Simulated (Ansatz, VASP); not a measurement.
**CuO in VASP and in Ansatz**

The input INCAR:

```
SYSTEM = CuO
  PREC = Accurate
  ENCUT = 600
  EDIFF = 1E-6
  ISMEAR = -1
  SIGMA = 0.05
  LREAL = .False.
  LASPH = .True.
  NELM = 60
  ALGO = Normal
  ISIF = 3
  LWAVE = .False.
  LCHARG = .False.
  GGA = PS
  IBRION = 2
  NSW = 60
  EDIFFG = -0.01
```

KPOINTS

```
Automatic mesh
0
Gamma
  9 9 5
  0 0 0
```

The input POSCAR:

```
CuO
1.0
    2.8795009639      0.0000000000      0.0000000000
    0.0390727580      2.8792794796      0.0000000000
    0.0174953863      0.0172449008      5.1763391994
Cu O
2 2
Direct
    0.0000000000      0.5000000000      0.0000000000
    0.5000000000      0.0000000000      0.5000000000
    0.9984239700      0.0016717800      0.7498871000
    0.0015760300      0.9983282200      0.2501129000
```

input.yaml

```yaml
crystal:
  lattice:
    - [2.8795009639, 0.0, 0.0]
    - [0.039072758, 2.8792794796, 0.0]
    - [0.0174953863, 0.0172449008, 5.1763391994]
  atoms:
    - { symbol: Cu, position: [0.0, 0.5, 0.0] }
    - { symbol: Cu, position: [0.5, 0.0, 0.5] }
    - { symbol: O, position: [0.99842397, 0.00167178, 0.7498871] }
    - { symbol: O, position: [0.00157603, 0.99832822, 0.2501129] }
hamiltonian:
  xc: pbesol
  pseudopotentials: { kind: paw }
kpoints:
  mp_grid: { grid: [9, 9, 5] }
scf:
  occupations: { method: fermi_dirac, width: 0.05 }
output:
  forces: true
  stress: true
  eigenvalues: true
relax:
  f_tol: 0.01
  max_steps: 40
  cell: { stress_tol: 0.05 }
```

Alike in both runs: task relaxation of cell and atoms; functional PBEsol; k mesh 9 × 9 × 5; occupations fermi-dirac, width 0.05 eV; no spin polarisation.

|  | VASP | Ansatz |
| --- | --- | --- |
| version | VASP 6.6.1 | Ansatz 0.2.0 |
| potentials or method | VASP PAW PBE potentials, release 64 (Cu, O) | Ansatz PAW |
| plane-wave cutoff (eV) | 600 | 420 |
| valence electrons in the cell | 34 | 50 |

|  | VASP | Ansatz | Ansatz less VASP |
| --- | --- | --- | --- |
| gap on the k mesh at the Fermi level, each at its own relaxed structure (eV) | none | none | - |
| relaxed volume (Å³/atom) | 10.70 | 10.67 | -0.032 |
| relaxed length of the cell vector where the two differ most in proportion (Å) | 5.101 | 5.090 | -0.0114 |

VASP's potentials were made for PBE, not for PBEsol. A gap of «none» marks a metal or a gap that the smearing closes. VASP's potentials hold 34 valence electrons a cell and Ansatz's 50, so a difference there can come from the potentials and not from the codes.

Noted on Ansatz's run: the plane-wave basis is chosen anew once the cell has moved, so the energies of steps on either side of that aren't comparable.
